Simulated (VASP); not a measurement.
A run of VASP 6.6.1 is set up as follows.

File INCAR:

```
  PREC = Accurate
  ENCUT = 500
  EDIFF = 1E-6
  ISMEAR = 0
  SIGMA = 0.02
  LREAL = False
  LASPH = True
  NELM = 120
  ALGO = Normal
  ISIF = 2
  LWAVE = False
  LCHARG = True
  GGA = PE
  IVDW = 12
  LELF = True
  LVHAR = True
  NBANDS = 21
  GGA_COMPAT = False
```

The input KPOINTS:

```
Automatic mesh
0
Gamma
  6 6 4
```

POSCAR

```
PbI2
1.0
    4.5556754484      0.0000000000      0.0000000000
   -2.2778377242      3.9453306697      0.0000000000
    0.0000000000      0.0000000000      6.9845807510
Pb I
1 2
Direct
    0.0000000000      0.0000000000      0.0000000000
    0.3333333333      0.6666666667      0.2708292134
    0.6666666667      0.3333333333      0.7291707866
```

Potentials or basis: VASP PAW PBE potentials, release 64 (Pb_d, I).

Command:

```bash
$ cat potpaw_PBE.64/Pb_d/POTCAR potpaw_PBE.64/I/POTCAR > POTCAR
$ mpirun -np 1 vasp_std > vasp.out
```

Task: Estimate the dispersion energy per atom.

Result: -0.303 eV.

Task: Estimate the pressure.

Result: 0.0 GPa.
